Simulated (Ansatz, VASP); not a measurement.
Given: the input of a run of Ansatz 0.2.0 on SrVO3.

File input.yaml:

```yaml
crystal:
  lattice:
    - [3.8409, 0.0, 0.0]
    - [0.0, 3.8409, 0.0]
    - [0.0, 0.0, 3.8409]
  atoms:
    - { symbol: Sr, position: [0.5, 0.5, 0.5] }
    - { symbol: V, position: [0.0, 0.0, 0.0], spin: 2.0 }
    - { symbol: O, position: [0.0, 0.0, 0.5] }
    - { symbol: O, position: [0.0, 0.5, 0.0] }
    - { symbol: O, position: [0.5, 0.0, 0.0] }
hamiltonian:
  xc: blyp
  pseudopotentials: { kind: paw }
magnetization:
  spin_polarized: true
kpoints:
  mp_grid: { grid: [7, 7, 7] }
scf:
  occupations: { method: fermi_dirac, width: 0.05 }
output:
  forces: true
  stress: true
relax:
  f_tol: 0.01
  max_steps: 40
  cell: { stress_tol: 0.05 }
```

Potentials or basis: Ansatz PAW.

The run is started by

```bash
$ ansatz run input.yaml --threads 2 --pin off --max-ram 5120MiB --backend cpu --events-out ev --progress --plain --runs-dir out
```

Set up the same calculation for VASP 6.6.1. Potentials there: VASP PAW PBE potentials, release 64 (Sr_sv, V_sv, O).

As run (the cutoff follows the program's own potentials):

INCAR

```
SYSTEM = SrVO3
  PREC = Accurate
  ENCUT = 600
  EDIFF = 1E-6
  ISMEAR = -1
  SIGMA = 0.05
  LREAL = .FALSE.
  LASPH = .TRUE.
  NELM = 150
  ALGO = Normal
  ISIF = 3
  LWAVE = .FALSE.
  LCHARG = .FALSE.
  ISPIN = 2
  MAGMOM = 0 2 0 0 0
  LORBIT = 11
  LMAXMIX = 4
  GGA = B5
  ALDAX = 1.0
  AGGAX = 1.0
  AGGAC = 1.0
  ALDAC = 0.0
  IBRION = 2
  NSW = 60
  EDIFFG = -0.01
```

File KPOINTS:

```
Automatic mesh
0
G
  7 7 7
  0 0 0
```

File POSCAR:

```
SrVO3
1.0
    3.8409000000      0.0000000000      0.0000000000
    0.0000000000      3.8409000000      0.0000000000
    0.0000000000      0.0000000000      3.8409000000
Sr V O
1 1 3
Direct
    0.5000000000      0.5000000000      0.5000000000
    0.0000000000      0.0000000000      0.0000000000
    0.0000000000      0.0000000000      0.5000000000
    0.0000000000      0.5000000000      0.0000000000
    0.5000000000      0.0000000000      0.0000000000
```

Potentials or basis: VASP PAW PBE potentials, release 64 (Sr_sv, V_sv, O).

The run is started by

```bash
$ cat potpaw_PBE.64/Sr_sv/POTCAR potpaw_PBE.64/V_sv/POTCAR potpaw_PBE.64/O/POTCAR > POTCAR
$ mpirun -np 1 vasp_std > vasp.out
```

Both were run:

|  | VASP | Ansatz | Ansatz less VASP |
| --- | --- | --- | --- |
| net moment per atom (μB) | 0.00 | 0.00 | 0.000 |
| relaxed volume (Å³/atom) | 11.90 | 11.85 | -0.057 |
| relaxed cell length with the largest relative difference (Å) | 3.904 | 3.898 | -0.0062 |

VASP's potentials were made for PBE, not for BLYP.

Noted on Ansatz's run: the plane-wave basis is chosen anew once the cell has moved, so the energies of steps on either side of that aren't comparable.
